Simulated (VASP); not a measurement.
# Rh (C2/m) in VASP: further runs

Runs on Rh. Level: PBEsol. Tasks: single point.

All numbers are computed with VASP 6.6.1; they aren't measurements. Logs are shortened: lines on timing, memory, paths and dates and some standing lists are left out, and cuts for length are marked.

## Step 1: The cell of the first run

Symmetry: C2/m, No. 12, monoclinic system. The conventional cell has a = 4.704 Å, b = 2.716 Å, c = 4.399 Å, α = 90.00°, β = 90.00°, γ = 90.00°. Within 3.1 Å of Rh (site symmetry m) lie 12 Rh at 2.38 to 2.98 Å.

## Step 2: Single point, PBEsol (shortest bond scaled by 0.88)

INCAR

```
SYSTEM = Rh
PREC = Accurate ; ENCUT = 520
EDIFF = 1E-6 ; ISMEAR = -1
SIGMA = 0.05 ; LREAL = .False.
LASPH = .True. ; NELM = 60
ALGO = Normal ; ISIF = 2
LWAVE = .False. ; LCHARG = .False.
GGA = PS ; NBANDS = 22
```

KPOINTS

```
regular mesh
0
Gamma
  13 13 7
  0 0 0
```

POSCAR

```
Rh
1.0
    2.7157318845      0.0000000000      0.0000000000
   -1.3578659422      2.3518928018      0.0000000000
    0.0000000000      0.0000000000      4.3994856529
Rh
2
Direct
    0.2933333333      0.6466666667      0.2200000000
    0.7066666667      0.3533333333      0.7800000000
```

Potentials or basis: VASP PAW PBE potentials, release 64 (Rh_pv).

Launch:

```
> cat potpaw_PBE.64/Rh_pv/POTCAR > POTCAR
> mpirun -np 1 vasp_std > vasp.out
```

OUTCAR:

```text
SYSTEM = Rh
   PREC = Accurate
   ENCUT = 520
   EDIFF = 1E-6
   ISMEAR = -1
   LREAL = .False.
   LASPH = .True.
   NELM = 60
   ISIF = 2
   GGA = PS

 ion  position               nearest neighbor table
   1  0.293  0.647  0.220-   2 2.38   2 2.56   2 2.56   2 2.82   2 2.98   2 2.98
   2  0.707  0.353  0.780-   1 2.38   1 2.56   1 2.56   1 2.82   1 2.98   1 2.98

  LATTYP: Found a hexagonal cell.
 ALAT       =     2.7157318845
 C/A-ratio  =     1.6200000000

  Lattice vectors:

 A1 = (   2.7157318845,   0.0000000000,   0.0000000000)
 A2 = (  -1.3578659422,   2.3518928018,   0.0000000000)
 A3 = (   0.0000000000,   0.0000000000,   4.3994856529)

Analysis of symmetry for initial positions (statically):
=====================================================================
 Subroutine PRICEL returns:
 Original cell was already a primitive cell.

 Routine SETGRP: Setting up the symmetry group for a
 hexagonal supercell.

 Subroutine GETGRP returns: Found  4 space group operations
 (whereof  4 operations were pure point group operations)
 out of a pool of 24 trial point group operations.

The static configuration has the point symmetry C_2h.

Analysis of symmetry for dynamics (positions and initial velocities):
=====================================================================
 Subroutine PRICEL returns:
 Original cell was already a primitive cell.

 Routine SETGRP: Setting up the symmetry group for a
 hexagonal supercell.

 Subroutine GETGRP returns: Found  4 space group operations
 (whereof  4 operations were pure point group operations)
 out of a pool of 24 trial point group operations.

The dynamic configuration has the point symmetry C_2h.

 Subroutine INISYM returns: Found  4 space group operations
 (whereof  4 operations are pure point group operations),
 and found     1 'primitive' translations

----------------------------------------------------------------------------------------

                                     Primitive cell

  volume of cell :      28.1000

  direct lattice vectors                    reciprocal lattice vectors
     2.715731884  0.000000000  0.000000000     0.368224863  0.212594724  0.000000000
    -1.357865942  2.351892802  0.000000000     0.000000000  0.425189447  0.000000000
     0.000000000  0.000000000  4.399485653     0.000000000  0.000000000  0.227299298

  length of vectors
[... 72 lines left out ...]
 SYSTEM =  Rh
   PREC   = accura    normal or accurate (medium, high low for compatibility)
   ISTART =      0    job   : 0-new  1-cont  2-samecut
   ICHARG =      2    charge: 1-file 2-atom 10-const
   ISPIN  =      1    spin polarized calculation?
   LNONCOLLINEAR =      F non collinear calculations
   LSORBIT =      F    spin-orbit coupling
   LASPH  =      T    aspherical Exc in radial PAW
   ENCUT  =  520.0 eV  38.22 Ry    6.18 a.u.   5.05  5.05  8.18*2*pi/ulx,y,z
   NELM   =     60;   NELMIN=  2; NELMDL= -5     # of ELM steps
   EDIFF  = 0.1E-05   stopping-criterion for ELM
   LREAL  =      F    real-space projection
   EDIFFG = 0.1E-04   stopping-criterion for IOM
   NSW    =      0    number of steps for IOM
   IBRION =     -1    ionic relax: 0-MD 1-quasi-New 2-CG
   NFREE  =      0    steps in history (QN), initial steepest desc. (CG)
   ISIF   =      2    stress and relaxation
   ISYM   =      2    0-nonsym 1-usesym 2-fastsym
   POTIM  = 0.5000    time-step for ionic-motion
   TEBEG  =    0.0;   TEEND  =   0.0 temperature during run
   PSTRESS=    0.0 pullay stress
   NELECT =      30.0000    total number of electrons
   NUPDOWN=      -1.0000    fix difference up-down
   EMIN   =  10.00;   EMAX   =-10.00  energy-range for DOS
   EFERMI =   0.00;   METHOD = LEGACY
   ISMEAR =    -1;   SIGMA  =   0.05  broadening in eV -4-tet -1-fermi 0-gaus
   EFERMI_NEDOS =   21; number of points for ismear=-14 and -15
   IALGO  =     38    algorithm
   IMIX   =      4    mixing-type and parameters
     AMIX     =   0.40;   BMIX     =  1.00
     AMIX_MAG =   1.60;   BMIX_MAG =  1.00
  volume/ion in A,a.u.               =      14.05        94.81
  Fermi-wavevector in a.u.,A,eV,Ry     =   1.673195  3.161879 38.090604  2.799580
  Thomas-Fermi vector in A             =   2.758209
   LORBIT       =      0    0 simple, 1 ext, 2 COOP (PROOUT), +10 PAW based schemes
   GGA     = PS    functional components
   LHFCALC =     F    Hartree Fock is set to
   AEXX    =    0.0000 exact exchange contribution
   IVDW    =     0    specifies the selected vdW correction
   LEPSILON=     F    determine dielectric tensor
   LRPA    =     F    only Hartree local field effects (RPA)
 non-spin polarized calculation
  energy-cutoff  :      520.00
  volume of cell :       28.10
 maximum number of plane-waves:       774
   NGX = 11   NGY = 11   NGZ = 17

 number of electron      29.9999999 magnetization

 Free energy of the ion-electron system (eV)
  ---------------------------------------------------
  ext. energy  EPLUGINS =         0.00000000
  ---------------------------------------------------
  free energy    TOTEN  =       -15.73583135 eV

  energy without entropy =      -15.70720341  energy(sigma->0) =      -15.72151738

 E-fermi :  11.5546     XC(G=0): -14.0316

 val. band max:       11.5542443586   @ k =   0.0000   0.3846   0.2857
 cond. band min:      11.5557214392   @ k =   0.0000   0.4615   0.2857
 fundamental gap:      0.0014770806
 Fermi energy:        11.5545544593

 k-point     1 :       0.0000    0.0000    0.0000
  band No.  band energies     occupation
      1     -35.8194      2.00000
      2     -35.1013      2.00000
      3     -34.9820      2.00000
      4     -34.9098      2.00000
      5     -34.9046      2.00000
      6     -34.8845      2.00000
[... 589 lines left out ...]
     21      25.3553      0.00000
     22      27.4795      0.00000

 [... further k-points ...]
[... 5 lines left out ...]
  --------------------------------------------------------------------------------------
  -------------------------------------------------------------------------------------
  Total        0.2650903     -0.5042074      1.4479136      0.6662313      0.7988913      1.3837203
  in kB       15.1146499    -28.7483859     82.5556714     37.9865033     45.5503776     78.8955644
  external PRESSURE =      22.9739785 kB  Pullay stress =       0.0000000 kB

 VOLUME and BASIS-vectors are now :
 -----------------------------------------------------------------------------
  energy-cutoff  :      520.00
  volume of cell :       28.10
      direct lattice vectors                 reciprocal lattice vectors
     2.715731884  0.000000000  0.000000000     0.368224863  0.212594724  0.000000000
    -1.357865942  2.351892802  0.000000000     0.000000000  0.425189447  0.000000000
     0.000000000  0.000000000  4.399485653     0.000000000  0.000000000  0.227299298

 POSITION                                       TOTAL-FORCE (eV/Angst)
 -----------------------------------------------------------------------------------
     -0.08147      1.52089      0.96789         0.911895      0.526483      2.916099
      1.43934      0.83100      3.43160        -0.911895     -0.526483     -2.916099
 -----------------------------------------------------------------------------------
    total drift:                                0.000000     -0.000000     -0.000000

  FREE ENERGIE OF THE ION-ELECTRON SYSTEM (eV)
  ---------------------------------------------------
  free  energy   TOTEN  =       -15.7358313511 eV

  energy  without entropy=      -15.7072034075  energy(sigma->0) =      -15.72151738
```

OSZICAR:

```text
N       E                     dE             d eps       ncg     rms          rms(c)
DAV:   1     0.327559157562E+03    0.32756E+03   -0.19045E+04 14216   0.158E+03
DAV:   2    -0.972672086753E+01   -0.33729E+03   -0.32494E+03 14762   0.474E+02
DAV:   3    -0.168814027027E+02   -0.71547E+01   -0.71100E+01 16448   0.782E+01
DAV:   4    -0.169293797550E+02   -0.47977E-01   -0.47972E-01 15806   0.642E+00
DAV:   5    -0.169301342990E+02   -0.75454E-03   -0.75454E-03 16766   0.836E-01    0.166E+01
DAV:   6    -0.157910367238E+02    0.11391E+01   -0.26732E+00 15758   0.172E+01    0.564E+00
DAV:   7    -0.157438578455E+02    0.47179E-01   -0.91023E-02 16232   0.259E+00    0.240E+00
DAV:   8    -0.157358663512E+02    0.79915E-02   -0.89524E-03 15356   0.111E+00    0.813E-02
DAV:   9    -0.157358181573E+02    0.48194E-04   -0.33801E-04 16224   0.180E-01    0.569E-02
DAV:  10    -0.157358366470E+02   -0.18490E-04   -0.31326E-05 16022   0.562E-02    0.192E-02
DAV:  11    -0.157358316618E+02    0.49852E-05   -0.21874E-06 11218   0.217E-02    0.404E-03
DAV:  12    -0.157358313511E+02    0.31077E-06   -0.25236E-07  7966   0.517E-03
   1 F= -.15735831E+02 E0= -.15721517E+02  d E =-.286279E-01
```

It took 76 s on 1 thread of Intel Xeon 6975P-C (Granite Rapids), shared host; peak memory 0.26 GiB.

Results:

* Free energy: -15.7358 eV
* Pressure: 2.3 GPa
* Largest force: 3.100 eV/Å
* Band gap on the k mesh: zero (bands 15 and 16 overlap by 2.13 eV)

Forces in eV/Å, atoms in the order of the input:
```
Rh   0.912  0.526  2.916
Rh  -0.912 -0.526 -2.916
```

Caveat: the cell differs from its parent crystal (shortest bond scaled by 0.88); the PAW data sets were made with another functional, which shifts forces and pressure a little.

## Step 3: Single point, PBEsol (shortest bond scaled by 0.82)

INCAR

```
SYSTEM = Rh
ALGO = Normal ; EDIFF = 1E-7
ENCUT = 520 ; GGA = PS
ISIF = 2 ; ISMEAR = -1
LASPH = .True. ; LCHARG = .False.
LREAL = .False. ; LWAVE = .False.
NBANDS = 22 ; NELM = 60
PREC = Accurate ; SIGMA = 0.05
```

KPOINTS

```
k-points
0
Gamma
  13 13 7
  0 0 0
```

POSCAR

```
Rh
1.0
    2.7157318845      0.0000000000      0.0000000000
   -1.3578659422      2.3518928018      0.0000000000
    0.0000000000      0.0000000000      4.3994856529
Rh
2
Direct
    0.2733333333      0.6366666667      0.2050000000
    0.7266666667      0.3633333333      0.7950000000
```

Potentials or basis: VASP PAW PBE potentials, release 64 (Rh_pv).

Launch:

```
> cat potpaw_PBE.64/Rh_pv/POTCAR > POTCAR
> mpirun -np 1 vasp_std > vasp.out
```

It took 79 s on 1 thread of Intel Xeon 6975P-C (Granite Rapids), shared host; peak memory 0.26 GiB.

Results (log left out):

```
Free energy            : -15.0361 eV
Pressure               : 19.1 GPa
Largest force          : 6.123 eV/Å
Band gap on the k mesh : zero (bands 15 and 16 overlap by 1.78 eV)
```

Forces in eV/Å, atoms in the order of the input:
```
Rh   1.997  1.153  5.672
Rh  -1.997 -1.153 -5.672
```

Stress tensor (GPa, compression positive):
```
18.42 10.32 19.64
10.32  6.50 11.34
19.64 11.34 32.29
```

Levels at points of the mesh, in eV from the Fermi level:
| k point | band 11 | band 12 | band 13 | band 14 | band 15 | band 16 | band 17 | band 18 | band 19 | band 20 |
| --- | --- | --- | --- | --- | --- | --- | --- | --- | --- | --- |
| (0.00, 0.00, 0.00) | -3.52 | -3.48 | -2.60 | -1.82 | -0.84 | -0.34 | 0.88 | 1.31 | 6.93 | 15.36 |

Caveat: the cell differs from its parent crystal (shortest bond scaled by 0.82); the cell stands under pressure; the PAW data sets were made with another functional, which shifts forces and pressure a little.
